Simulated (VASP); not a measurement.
# Hf in VASP: notebook

Hf is run at these levels: PBEsol; tasks: single point.

Everything below comes from runs of VASP 6.6.1. Logs are shortened: lines on timing, memory, paths and dates and some standing lists are left out, and cuts for length are marked.

### Step 1. The cell of the first run

The cell holds a slab with vacuum, 5 atoms: a = 3.158 Å, b = 3.158 Å, c = 26.009 Å, α = 90.00°, β = 90.00°, γ = 120.00°.

### Step 2. Single point, PBEsol

INCAR

```
SYSTEM = Hf
  PREC = Accurate
  ENCUT = 520
  EDIFF = 1E-6
  ISMEAR = -1
  SIGMA = 0.1
  LREAL = .FALSE.
  LASPH = .TRUE.
  NELM = 100
  ALGO = Normal
  ISIF = 2
  LWAVE = .FALSE.
  LCHARG = .FALSE.
  LDIPOL = .TRUE.
  IDIPOL = 3
  DIPOL = 0.5 0.5 0.500
  GGA = PS
  NBANDS = 33
```

KPOINTS

```
regular mesh
0
G
  13 13 1
  0 0 0
```

POSCAR

```
Hf
1.0
    3.1580102184      0.0000000000      0.0000000000
   -1.5790051092      2.7349170745      0.0000000000
    0.0000000000      0.0000000000     26.0090000000
Hf
5
Direct
    0.0000000000      0.0000000000      0.3116356638
    0.3333333333      0.6666666667      0.4019204658
    0.0000000000      0.0000000000      0.5000000201
    0.3333333333      0.6666666667      0.5980795230
    0.0000000000      0.0000000000      0.6883643270
```

Potentials or basis: VASP PAW PBE potentials, release 64 (Hf_pv).

The run is started by

```bash
> cat potpaw_PBE.64/Hf_pv/POTCAR > POTCAR
> mpirun -np 1 vasp_std > vasp.out
```

OUTCAR:

```text
SYSTEM = Hf
   PREC = Accurate
   ENCUT = 520
   EDIFF = 1E-6
   ISMEAR = -1
   LREAL = .FALSE.
   LASPH = .TRUE.
   NELM = 100
   ISIF = 2
   GGA = PS

 ion  position               nearest neighbor table
   1  0.000  0.000  0.312-   2 2.97   2 2.97   2 2.97
   2  0.333  0.667  0.402-   1 2.97   1 2.97   1 2.97   3 3.14   3 3.14   3 3.14
   3  0.000  0.000  0.500-   4 3.14   4 3.14   4 3.14   2 3.14   2 3.14   2 3.14
   4  0.333  0.667  0.598-   5 2.97   5 2.97   5 2.97   3 3.14   3 3.14   3 3.14
   5  0.000  0.000  0.688-   4 2.97   4 2.97   4 2.97

  LATTYP: Found a hexagonal cell.
 ALAT       =     3.1580102184
 C/A-ratio  =     8.2358821540

  Lattice vectors:

 A1 = (   3.1580102184,   0.0000000000,   0.0000000000)
 A2 = (  -1.5790051092,   2.7349170745,   0.0000000000)
 A3 = (   0.0000000000,   0.0000000000,  26.0090000000)

Analysis of symmetry for initial positions (statically):
=====================================================================
 Subroutine PRICEL returns:
 Original cell was already a primitive cell.

 Routine SETGRP: Setting up the symmetry group for a
 hexagonal supercell.

 Subroutine GETGRP returns: Found 12 space group operations
 (whereof 12 operations were pure point group operations)
 out of a pool of 24 trial point group operations.

The static configuration has the point symmetry D_3h.

Analysis of symmetry for dynamics (positions and initial velocities):
=====================================================================
 Subroutine PRICEL returns:
 Original cell was already a primitive cell.

 Routine SETGRP: Setting up the symmetry group for a
 hexagonal supercell.

 Subroutine GETGRP returns: Found 12 space group operations
 (whereof 12 operations were pure point group operations)
 out of a pool of 24 trial point group operations.

The dynamic configuration has the point symmetry D_3h.

 Subroutine INISYM returns: Found 12 space group operations
 (whereof 12 operations are pure point group operations),
 and found     1 'primitive' translations

----------------------------------------------------------------------------------------

                                     Primitive cell

  volume of cell :     224.6370

  direct lattice vectors                    reciprocal lattice vectors
     3.158010218  0.000000000  0.000000000     0.316655087  0.182820900  0.000000000
    -1.579005109  2.734917075  0.000000000     0.000000000  0.365641799  0.000000000
     0.000000000  0.000000000 26.009000000     0.000000000  0.000000000  0.038448229

  length of vectors
     3.158010218  3.158010218 26.009000000     0.365641799  0.365641799  0.038448229

  position of ions in fractional coordinates (direct lattice)
     0.000000000  0.000000000  0.311635664
     0.333333333  0.666666667  0.401920466
     0.000000000  0.000000000  0.500000020
     0.333333333  0.666666667  0.598079523
     0.000000000  0.000000000  0.688364327

  ion indices of the primitive-cell ions
   primitive index   ion index
                 1           1
                 2           2
                 3           3
                 4           4
                 5           5

----------------------------------------------------------------------------------------

 KPOINTS: regular mesh

Automatic generation of k-mesh.
 Grid dimensions read from file:
 generate k-points for:   13   13    1

 Generating k-lattice:

  Cartesian coordinates                     Fractional coordinates (reciprocal lattice)
     0.024358084  0.014063146  0.000000000     0.076923077  0.000000000  0.000000000
     0.000000000  0.028126292  0.000000000     0.000000000  0.076923077  0.000000000
     0.000000000  0.000000000  0.038448229     0.000000000  0.000000000  1.000000000

  Length of vectors
     0.028126292  0.028126292  0.038448229

  Shift w.r.t. Gamma in fractional coordinates (k-lattice)
     0.000000000  0.000000000  0.000000000

 Subroutine IBZKPT returns following result:
 ===========================================

 Found     21 irreducible k-points:

 Following reciprocal coordinates:
            Coordinates               Weight
  0.000000  0.000000  0.000000      1.000000
  0.076923  0.000000  0.000000      6.000000
  0.153846 -0.000000  0.000000      6.000000
  0.230769  0.000000  0.000000      6.000000
  0.307692 -0.000000  0.000000      6.000000
  0.384615 -0.000000  0.000000      6.000000
[... 13 lines left out ...]
  0.384615  0.230769  0.000000      6.000000
  0.307692  0.307692  0.000000      6.000000
   k-points           NKPTS =     21   k-points in BZ     NKDIM =     21   number of bands    NBANDS=     33
   number of dos      NEDOS =    301   number of ions     NIONS =      5
   total plane-waves  NPLWV = 112896
   dimension x,y,z NGX =    24 NGY =   24 NGZ =  196
   dimension x,y,z NGXF=    48 NGYF=   48 NGZF=  392
   ions per type =               5
   NGX,Y,Z   is equivalent  to a cutoff of  12.63, 12.63, 12.53 a.u.
   NGXF,Y,Z  is equivalent  to a cutoff of  25.27, 25.27, 25.06 a.u.
 SYSTEM =  Hf
   PREC   = accura    normal or accurate (medium, high low for compatibility)
   ISTART =      0    job   : 0-new  1-cont  2-samecut
   ICHARG =      2    charge: 1-file 2-atom 10-const
   ISPIN  =      1    spin polarized calculation?
   LNONCOLLINEAR =      F non collinear calculations
   LSORBIT =      F    spin-orbit coupling
   LASPH  =      T    aspherical Exc in radial PAW
   ENCUT  =  520.0 eV  38.22 Ry    6.18 a.u.   5.87  5.87 48.36*2*pi/ulx,y,z
   NELM   =    100;   NELMIN=  2; NELMDL= -5     # of ELM steps
   EDIFF  = 0.1E-05   stopping-criterion for ELM
   LREAL  =      F    real-space projection
   EDIFFG = 0.1E-04   stopping-criterion for IOM
   NSW    =      0    number of steps for IOM
   IBRION =     -1    ionic relax: 0-MD 1-quasi-New 2-CG
   NFREE  =      0    steps in history (QN), initial steepest desc. (CG)
   ISIF   =      2    stress and relaxation
   ISYM   =      2    0-nonsym 1-usesym 2-fastsym
   POTIM  = 0.5000    time-step for ionic-motion
   TEBEG  =    0.0;   TEEND  =   0.0 temperature during run
   PSTRESS=    0.0 pullay stress
   NELECT =      50.0000    total number of electrons
   NUPDOWN=      -1.0000    fix difference up-down
   EMIN   =  10.00;   EMAX   =-10.00  energy-range for DOS
   EFERMI =   0.00;   METHOD = LEGACY
   ISMEAR =    -1;   SIGMA  =   0.10  broadening in eV -4-tet -1-fermi 0-gaus
   EFERMI_NEDOS =   21; number of points for ismear=-14 and -15
   IALGO  =     38    algorithm
   IMIX   =      4    mixing-type and parameters
     AMIX     =   0.40;   BMIX     =  1.00
     AMIX_MAG =   1.60;   BMIX_MAG =  1.00
  volume/ion in A,a.u.               =      44.93       303.19
  Fermi-wavevector in a.u.,A,eV,Ry     =   0.992136  1.874864 13.392665  0.984333
  Thomas-Fermi vector in A             =   2.123926
   LORBIT       =      0    0 simple, 1 ext, 2 COOP (PROOUT), +10 PAW based schemes
   GGA     = PS    functional components
   LHFCALC =     F    Hartree Fock is set to
   AEXX    =    0.0000 exact exchange contribution
   IVDW    =     0    specifies the selected vdW correction
   LEPSILON=     F    determine dielectric tensor
   LRPA    =     F    only Hartree local field effects (RPA)
 non-spin polarized calculation
  energy-cutoff  :      520.00
  volume of cell :      224.64
 maximum number of plane-waves:      6086
 NGX is ok and might be reduce to    24
   NGX = 11   NGY = 11   NGZ = 97

 dipolmoment           0.000000      0.000000     -0.000000 electrons x Angstroem

 number of electron      49.9999998 magnetization

 dipolmoment           0.000000      0.000000      0.000000 electrons x Angstroem

 Free energy of the ion-electron system (eV)
  ---------------------------------------------------
  ext. energy  EPLUGINS =         0.00000000
  ---------------------------------------------------
  free energy    TOTEN  =       -50.56382299 eV

  energy without entropy =      -50.37928886  energy(sigma->0) =      -50.47155593

 E-fermi :   0.1772     XC(G=0):  -6.3152

 val. band max:        0.1354343788   @ k =   0.1538  -0.0000   0.0000
 cond. band min:       0.1859730717   @ k =   0.3077   0.3077   0.0000
 fundamental gap:      0.0505386929
 Fermi energy:         0.1771579908

 k-point     1 :       0.0000    0.0000    0.0000
  band No.  band energies     occupation
      1     -30.8106      2.00000
      2     -30.7634      2.00000
      3     -30.4157      2.00000
      4     -30.1248      2.00000
      5     -30.1248      2.00000
      6     -30.1246      2.00000
[... 25 lines left out ...]
     32       1.6062      0.00000
     33       1.6081      0.00000

 k-point     2 :       0.0769    0.0000    0.0000
  band No.  band energies     occupation
      1     -30.7977      2.00000
      2     -30.7546      2.00000
      3     -30.4166      2.00000
      4     -30.1743      2.00000
      5     -30.1637      2.00000
      6     -30.1344      2.00000
[... 25 lines left out ...]
     32       1.5845      0.00000
     33       1.7320      0.00000

 k-point     3 :       0.1538   -0.0000    0.0000
  band No.  band energies     occupation
      1     -30.7622      2.00000
      2     -30.7314      2.00000
      3     -30.4266      2.00000
      4     -30.2927      2.00000
      5     -30.2621      2.00000
      6     -30.1609      2.00000
[... 25 lines left out ...]
     32       1.7284      0.00000
     33       2.0046      0.00000

 k-point     4 :       0.2308    0.0000    0.0000
  band No.  band energies     occupation
      1     -30.7163      2.00000
      2     -30.7038      2.00000
      3     -30.4830      2.00000
      4     -30.4425      2.00000
      5     -30.3565      2.00000
      6     -30.1979      2.00000
[... 25 lines left out ...]
     32       1.9496      0.00000
     33       2.4764      0.00000

 k-point     5 :       0.3077   -0.0000    0.0000
  band No.  band energies     occupation
      1     -30.6932      2.00000
      2     -30.6891      2.00000
      3     -30.5979      2.00000
      4     -30.5850      2.00000
      5     -30.3919      2.00000
      6     -30.3209      2.00000
[... 496 lines left out ...]
 k-point    19 :       0.3077    0.2308    0.0000
  band No.  band energies     occupation
      1     -30.7116      2.00000
      2     -30.7063      2.00000
      3     -30.6307      2.00000
      4     -30.6169      2.00000
      5     -30.4914      2.00000
      6     -30.4718      2.00000
[... 25 lines left out ...]
     32       1.9574      0.00000
     33       2.5722      0.00000

 k-point    20 :       0.3846    0.2308    0.0000
  band No.  band energies     occupation
      1     -30.7147      2.00000
      2     -30.7113      2.00000
      3     -30.6334      2.00000
      4     -30.6225      2.00000
      5     -30.5055      2.00000
      6     -30.4902      2.00000
[... 25 lines left out ...]
     32       2.2379      0.00000
     33       2.7717      0.00000

 k-point    21 :       0.3077    0.3077    0.0000
  band No.  band energies     occupation
      1     -30.6711      2.00000
      2     -30.6634      2.00000
      3     -30.6206      2.00000
      4     -30.6018      2.00000
      5     -30.5664      2.00000
      6     -30.5584      2.00000
[... 25 lines left out ...]
     32       2.2745      0.00000
     33       2.7880      0.00000

------------------------ aborting loop because EDIFF is reached ----------------------------------------

 vacuum level on the upper side and lower side of the slab       (xc-potential included)        -0.236        -0.236

  FORCE on cell =-STRESS in cart. coord.  units (eV):
  Direction    XX          YY          ZZ          XY          YZ          ZX
  --------------------------------------------------------------------------------------
  -------------------------------------------------------------------------------------
  Total       -1.6064743     -1.6064743     -0.2915469      0.0000000      0.0000000      0.0000000
  in kB      -11.4578466    -11.4578466     -2.0793984      0.0000000      0.0000000      0.0000000
  external PRESSURE =      -8.3316972 kB  Pullay stress =       0.0000000 kB

 VOLUME and BASIS-vectors are now :
 -----------------------------------------------------------------------------
  energy-cutoff  :      520.00
  volume of cell :      224.64
      direct lattice vectors                 reciprocal lattice vectors
     3.158010218  0.000000000  0.000000000     0.316655087  0.182820900  0.000000000
    -1.579005109  2.734917075  0.000000000     0.000000000  0.365641799  0.000000000
     0.000000000  0.000000000 26.009000000     0.000000000  0.000000000  0.038448229

 POSITION                                       TOTAL-FORCE (eV/Angst)
 -----------------------------------------------------------------------------------
      0.00000      0.00000      8.10533        -0.000000      0.000000      0.043139
     -0.00000      1.82328     10.45355         0.000000     -0.000000     -0.027899
      0.00000      0.00000     13.00450        -0.000000      0.000000      0.000000
     -0.00000      1.82328     15.55545         0.000000     -0.000000      0.027899
      0.00000      0.00000     17.90367        -0.000000      0.000000     -0.043139
 -----------------------------------------------------------------------------------
    total drift:                                0.000000     -0.000000      0.000007

  FREE ENERGIE OF THE ION-ELECTRON SYSTEM (eV)
  ---------------------------------------------------
  free  energy   TOTEN  =       -50.5638229896 eV

  energy  without entropy=      -50.3792888638  energy(sigma->0) =      -50.47155593

 vacuum level on the upper side and lower side of the slab         4.466         4.466
```

Wall time 5.4 min (1 thread of Intel Xeon Platinum 8488C (Sapphire Rapids), shared host); peak memory 0.38 GiB.

Results:

```yaml
Free_energy: -50.5638 eV
Largest_force: 0.043 eV/Å
Band_gap_on_the_k_mesh: zero (bands 25 and 26 overlap by 1.56 eV)
```

Forces in eV/Å, atoms in the order of the input:
```
Hf   0.000  0.000  0.043
Hf   0.000  0.000 -0.028
Hf   0.000  0.000  0.000
Hf   0.000  0.000  0.028
Hf   0.000  0.000 -0.043
```

Caveat: the PAW data sets were made with another functional, which shifts forces and pressure a little; spin-orbit coupling is left out, which moves the levels of the heavy elements.

### Step 3. Single point, PBEsol

INCAR

```
PREC = Accurate ; ENCUT = 520
EDIFF = 1E-6 ; ISMEAR = -1
SIGMA = 0.1 ; LREAL = False
LASPH = True ; NELM = 60
ALGO = Normal ; ISIF = 2
LWAVE = False ; LCHARG = True
LDIPOL = True ; IDIPOL = 3
DIPOL = 0.5 0.5 0.500 ; GGA = PS
LELF = True ; LVHAR = True
LVACPOTAV = True ; NBANDS = 33
```

KPOINTS

```
regular mesh
0
Gamma
  13 13 1
```

POSCAR is that of step 2.

Potentials or basis: VASP PAW PBE potentials, release 64 (Hf_pv).

The run is started by

```bash
> cat potpaw_PBE.64/Hf_pv/POTCAR > POTCAR
> mpirun -np 1 vasp_std > vasp.out
```

Wall time 5.9 min (1 thread of Intel Xeon Platinum 8488C (Sapphire Rapids), shared host); peak memory 0.38 GiB.

It converged, with:

```
Free energy            : -50.5638 eV
Largest force          : 0.043 eV/Å
Band gap on the k mesh : zero (bands 25 and 26 overlap by 1.56 eV)
```

Forces in eV/Å, atoms in the order of the input:
```
Hf   0.000  0.000  0.043
Hf   0.000  0.000 -0.028
Hf   0.000  0.000  0.000
Hf   0.000  0.000  0.028
Hf   0.000  0.000 -0.043
```

Levels at points of the mesh, in eV from the Fermi level:
```csv
k point,band 23,band 24,band 25,band 26,band 27,band 28
"(0.00, 0.00, 0.00)",0.54,0.55,1.02,1.02,1.12,1.12
```

Caveat: the PAW data sets were made with another functional, which shifts forces and pressure a little; spin-orbit coupling is left out, which moves the levels of the heavy elements.
